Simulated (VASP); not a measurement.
A run of VASP 6.6.1 is set up as follows.

The input INCAR:

```
PREC = Accurate ; ENCUT = 520
EDIFF = 1E-6 ; ISMEAR = 0
SIGMA = 0.01 ; LREAL = Auto
LASPH = T ; NELM = 150
ALGO = Normal ; ISIF = 2
LWAVE = F ; LCHARG = F
ISPIN = 2 ; MAGMOM = 0 0 0 0.25 0 0 0 0.25 0.25 0 0 0 0 0.25 0 0 0 0 0 0 0 0 0 0 0 0 0 0 0 0 0 0 0 0 0 0 0 0 0
LORBIT = 11 ; GGA = PS
NELECT = 185.0 ; NBANDS = 122
```

Contents of KPOINTS:

```
Automatic mesh
0
Gamma
  2 2 2
  0.5 0.5 0.5
```

File POSCAR:

```
Al16O23
1.0
   -4.7738611806     -2.7561900377      4.3382851430
    4.7738611806     -2.7561900377      4.3382851430
    0.0000000000      5.5123800754      4.3382851430
Al O
16 23
Direct
    0.1455041088      0.1478098231      0.1528144297
    0.6481630914      0.6463177795      0.1470281870
    0.6484577683      0.1481601356      0.6465790687
    0.1358725084      0.6502594840      0.6425599571
    0.3536822205      0.3518369086      0.3529718130
    0.8521901769      0.8544958912      0.3471855703
    0.8518398644      0.3515422317      0.8534209313
    0.3497405160      0.8641274916      0.8574400429
    0.6590683183      0.6516982252      0.6434758180
    0.1459052523      0.1470538784      0.6452043836
    0.1489517179      0.6461967662      0.1474330524
    0.6471961202      0.1488076609      0.1489450404
    0.8529461216      0.8540947477      0.8547956164
    0.3483017748      0.3409316817      0.8565241820
    0.3538032338      0.8510482821      0.3525669476
    0.8511923391      0.3528038798      0.3510549596
    0.9027230379      0.0972769621      0.7500000000
    0.9038845879      0.5975466357      0.2490050392
    0.4024533643      0.0961154121      0.2509949608
    0.4023231795      0.2511468585      0.5998781606
    0.9004563759      0.7555840273      0.5950019705
    0.9025178378      0.2502500873      0.0972723854
    0.4035636816      0.7467748850      0.0927478882
    0.5972228386      0.7489368839      0.4023334248
    0.0968419380      0.2497197756      0.4033312119
    0.1040421699      0.7456916857      0.8985677371
    0.5957148105      0.2495383358      0.9024326850
    0.7504616642      0.4042851895      0.5975673150
    0.2543083143      0.8959578301      0.6014322629
    0.2510631161      0.4027771614      0.0976665752
    0.7502802244      0.9031580620      0.0966687881
    0.2532251150      0.5964363184      0.4072521118
    0.7497499127      0.0974821622      0.4027276146
    0.7488531415      0.5976768205      0.9001218394
    0.2444159727      0.0995436241      0.9049980295
    0.5971804110      0.4028195890      0.2500000000
    0.0991281301      0.9008718699      0.2500000000
    0.0999273737      0.4060822571      0.7493437013
    0.5939177429      0.9000726263      0.7506562987
```

Potentials or basis: VASP PAW PBE potentials, release 64 (Al, O).

The run is started by

```sh
$ cat potpaw_PBE.64/Al/POTCAR potpaw_PBE.64/O/POTCAR > POTCAR
$ mpirun -np 1 vasp_std > vasp.out
```

Problem. Estimate the largest force.

Solution. 0.021 eV/Å.

Problem. Predict the net moment.

Solution. 1.00 μB per cell.

Forces in eV/Å, atoms in the order of the input:
```
Al   0.007 -0.005  0.005
Al  -0.002 -0.004 -0.005
Al  -0.004  0.005  0.002
Al  -0.014  0.003  0.016
Al  -0.002  0.004  0.005
Al   0.007  0.005 -0.005
Al  -0.004 -0.005 -0.002
Al  -0.014 -0.003 -0.016
Al   0.007  0.015  0.003
Al  -0.003  0.000  0.004
Al   0.000 -0.003  0.002
Al   0.002 -0.004  0.004
Al  -0.003  0.000 -0.004
Al   0.007 -0.015 -0.003
Al   0.000  0.003 -0.002
Al   0.002  0.004 -0.004
O    0.009  0.000  0.000
O    0.001 -0.002  0.000
O    0.001  0.002  0.000
O    0.002  0.003 -0.006
O    0.006 -0.006  0.001
O   -0.006  0.003  0.001
O    0.002  0.007  0.005
O    0.004  0.007 -0.005
O   -0.003 -0.008 -0.003
O    0.007 -0.002  0.000
O   -0.006 -0.003  0.005
O   -0.006  0.003 -0.005
O    0.007  0.002  0.000
O    0.004 -0.007  0.005
O   -0.003  0.008  0.003
O    0.002 -0.007 -0.005
O   -0.006 -0.003 -0.001
O    0.002 -0.003  0.006
O    0.006  0.006 -0.001
O   -0.008  0.000  0.000
O    0.000  0.000  0.000
O   -0.002  0.002 -0.003
O   -0.002 -0.002  0.003
```

Caveat: the cell carries a net charge on a neutralising background, which shifts energy and pressure; the cell differs from its parent crystal (atoms taken out, then relaxed in part); the PAW data sets were made with another functional, which shifts forces and pressure a little.
